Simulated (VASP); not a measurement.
A run of VASP 6.6.1 is set up as follows.

INCAR

```
ALGO = Fast
EDIFF = 1E-7
ENCUT = 520
GGA = CA
ISIF = 2
ISMEAR = 0
LASPH = True
LCHARG = True
LELF = True
LREAL = False
LVHAR = True
LWAVE = False
NBANDS = 14
NELM = 60
PREC = Accurate
SIGMA = 0.15
```

File KPOINTS:

```
k-points
0
Gamma
  14 14 14
```

POSCAR

```
TiAl
1.0
    2.9522614856      0.0000000000      0.0000000000
    0.0000000000      3.2099985995      0.0000000000
    0.0000000000      0.0000000000      3.1240862282
Ti Al
1 1
Direct
    0.0000000000      0.0000000000      0.0000000000
    0.5000000000      0.5000000000      0.5000000000
```

Potentials or basis: VASP PAW LDA potentials, release 64 (Ti_sv, Al).

Launch:

```sh
$ cat potpaw_LDA.64/Ti_sv/POTCAR potpaw_LDA.64/Al/POTCAR > POTCAR
$ mpirun -np 1 vasp_std > vasp.out
```

(1) What does it give for the band gap on the k mesh?

(2) Estimate the pressure.

Results:

(1) zero (an odd number of electrons rules out a gap without spin polarisation).

(2) 4.3 GPa.

Caveat: the cell differs from its parent crystal (normal strain along x -0.0550, normal strain along y +0.0275); the cell stands under pressure.
